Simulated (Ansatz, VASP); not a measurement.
**Two plane-wave programs on MgCd2O3**

```
Mg Cd O
1.0
     3.23749    0.00000    0.00000
    -1.61875    2.80375    0.00000
     0.00000    0.00000    8.08978
Mg Cd O
1 2 3
Direct
  0.00000 0.00000 0.50000
  0.66667 0.33333 0.82320
  0.33333 0.66667 0.17680
  0.33333 0.66667 0.64146
  0.66667 0.33333 0.35854
  0.00000 0.00000 0.00000
```

Alike in both runs: functional PBE; k mesh 6 × 6 × 2; occupations gaussian, width 0.1 eV; no spin polarisation.

Ansatz relaxed the structure, and its values are those at the end. VASP's run is a single point on that final structure, the one shown.

|  | VASP | Ansatz |
| --- | --- | --- |
| version | VASP 6.6.1 | Ansatz 0.2.0 |
| potentials or method | VASP PAW PBE potentials, release 64 (Mg, Cd, O), cutoff 520 eV | scalar-relativistic, plane waves, PAW |
| valence electrons in the cell | 44 | 68 |

```tsv
	VASP	Ansatz	Ansatz less VASP
gap on the k mesh at the Fermi level (eV)	0.59	0.60	+0.017
least direct gap on the mesh (eV)	0.59	0.60	+0.019
pressure (GPa)	0.8	0.0	-0.77
rms of the force components (eV/Å)	0.037	0.005	-0.0320
```

With one functional, cell and mesh, what is left measures potentials, basis and numerics. VASP's potentials hold 44 valence electrons a cell and Ansatz's 68, so a difference there can come from the potentials and not from the codes.
